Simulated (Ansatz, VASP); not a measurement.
One calculation of As, two programs

```xyz
2
Lattice="2.5435 0.0000 0.0263 0.0000 2.5560 0.0000 0.0313 0.0000 4.7772" Properties=species:S:1:pos:R:3 pbc="T T T"
As    2.4925    0.0000    1.2431
As    0.0823    0.0000    3.5604
```

Alike in both runs: task single point; functional PBEsol; k mesh 8 × 8 × 4; occupations gaussian, width 0.1 eV; no spin polarisation.

|  | VASP | Ansatz |
| --- | --- | --- |
| version | VASP 6.6.1 | Ansatz 0.2.0 |
| potentials or method | VASP PAW PBE potentials, release 64 (As), cutoff 500 eV | scalar-relativistic, plane waves, PAW |
| valence electrons in the cell | 10 | 30 |

|  | VASP | Ansatz | Ansatz less VASP |
| --- | --- | --- | --- |
| gap on the k mesh at the Fermi level (eV) | none | none | - |
| pressure (GPa) | 35.1 | 33.7 | -1.31 |
| traceless stress, the component that is largest in VASP (GPa) | 17.44 | 16.99 | -0.447 |
| rms of the force components (eV/Å) | 0.441 | 0.419 | -0.0222 |

VASP's potentials were made for PBE, not for PBEsol. Atom by atom the forces differ by 0.022 eV/Å (rms over components). A gap of «none» marks a metal or a gap that the smearing closes. Both programs put the cell under a high pressure, so it lies far from rest at this level. VASP's potentials hold 10 valence electrons a cell and Ansatz's 30, so a difference there can come from the potentials and not from the codes.
